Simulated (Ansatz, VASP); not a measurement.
KMgF3: VASP beside Ansatz

```
K Mg F
1.0
     7.97180    0.00000    0.00000
     0.00000    7.97180    0.00000
     0.00000    0.00000    7.97180
K Mg F
8 8 24
Direct
  0.25000 0.25000 0.25000
  0.25000 0.25000 0.75000
  0.25000 0.75000 0.25000
  0.25000 0.75000 0.75000
  0.75000 0.25000 0.25000
  0.75000 0.25000 0.75000
  0.75000 0.75000 0.25000
  0.75000 0.75000 0.75000
  0.00000 0.00000 0.00000
  0.00000 0.00000 0.50000
  0.00000 0.50000 0.00000
  0.00000 0.50000 0.50000
  0.50000 0.00000 0.00000
  0.50000 0.00000 0.50000
  0.50000 0.50000 0.00000
  0.50000 0.50000 0.50000
  0.25000 0.00000 0.00000
  0.25000 0.00000 0.50000
  0.25000 0.50000 0.00000
  0.25000 0.50000 0.50000
  0.75000 0.00000 0.00000
  0.75000 0.00000 0.50000
  0.75000 0.50000 0.00000
  0.75000 0.50000 0.50000
  0.00000 0.25000 0.00000
  0.00000 0.25000 0.50000
  0.00000 0.75000 0.00000
  0.00000 0.75000 0.50000
  0.50000 0.25000 0.00000
  0.50000 0.25000 0.50000
  0.50000 0.75000 0.00000
  0.50000 0.75000 0.50000
  0.00000 0.00000 0.25000
  0.00000 0.00000 0.75000
  0.00000 0.50000 0.25000
  0.00000 0.50000 0.75000
  0.50000 0.00000 0.25000
  0.50000 0.00000 0.75000
  0.50000 0.50000 0.25000
  0.50000 0.50000 0.75000
```

Alike in both runs: task single point; functional PBE; k mesh 2 × 2 × 2; occupations gaussian, width 0.05 eV; no spin polarisation.

|  | VASP | Ansatz |
| --- | --- | --- |
| version | VASP 6.6.1 | Ansatz 0.2.0 |
| potentials or method | VASP PAW PBE potentials, release 64 (K_sv, Mg, F), cutoff 520 eV | scalar-relativistic, plane waves, PAW |
| valence electrons in the cell | 256 | 320 |

Ansatz gave:

- gap on the k mesh at the Fermi level (eV): 7.33

Q: What did VASP give for the same quantities?

A: gap on the k mesh at the Fermi level (eV): 7.30.

The functional is the same, so the differences come from potentials, cutoffs and numerics. VASP's potentials hold 256 valence electrons a cell and Ansatz's 320, so a difference there can come from the potentials and not from the codes.
